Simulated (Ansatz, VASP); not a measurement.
**CdS in VASP and in Ansatz**

Contents of INCAR:

```
PREC = Accurate ; ENCUT = 520
EDIFF = 1E-7 ; ISMEAR = 0
SIGMA = 0.1 ; LREAL = F
LASPH = T ; NELM = 60
ALGO = Normal ; ISIF = 2
LWAVE = F ; LCHARG = F
GGA = PE ; NBANDS = 16
```

File KPOINTS:

```
Automatic mesh
0
Gamma
  6 6 6
```

The input POSCAR:

```
CdS
1.0
    0.0000000000      2.7532439200      2.7532439200
    2.7532439200      0.0000000000      2.7532439200
    2.7532439200      2.7532439200      0.0000000000
Cd S
1 1
Direct
    0.0000000000      0.0000000000      0.0000000000
    0.5000000000      0.5000000000      0.5000000000
```

Input for Ansatz:

```yaml
crystal:
  lattice:
    - [0.0, 2.75324392, 2.75324392]
    - [2.75324392, 0.0, 2.75324392]
    - [2.75324392, 2.75324392, 0.0]
  atoms:
    - { symbol: Cd, position: [0.0, 0.0, 0.0] }
    - { symbol: S, position: [0.5, 0.5, 0.5] }
basis:
  ecutwfc: 420
kpoints:
  mp_grid: { grid: [6, 6, 6] }
hamiltonian:
  xc: pbe
scf:
  occupations: { method: gaussian, width: 0.1 }
  lower_state_search: "off"
output:
  forces: true
  stress: true
  eigenvalues: true
```

Alike in both runs: task single point; functional PBE; k mesh 6 × 6 × 6; occupations gaussian, width 0.1 eV; no spin polarisation.

|  | VASP | Ansatz |
| --- | --- | --- |
| version | VASP 6.6.1 | Ansatz 0.2.0 |
| potentials or method | VASP PAW PBE potentials, release 64 (Cd, S), cutoff 520 eV | scalar-relativistic, plane waves, PAW |
| valence electrons in the cell | 18 | 26 |

```tsv
	VASP	Ansatz	Ansatz less VASP
gap on the k mesh at the Fermi level (eV)	0.25	0.26	+0.007
least direct gap on the mesh (eV)	1.53	1.55	+0.024
pressure (GPa)	0.0	-0.4	-0.38
```

VASP's potentials hold 18 valence electrons a cell and Ansatz's 26, so a difference there can come from the potentials and not from the codes.
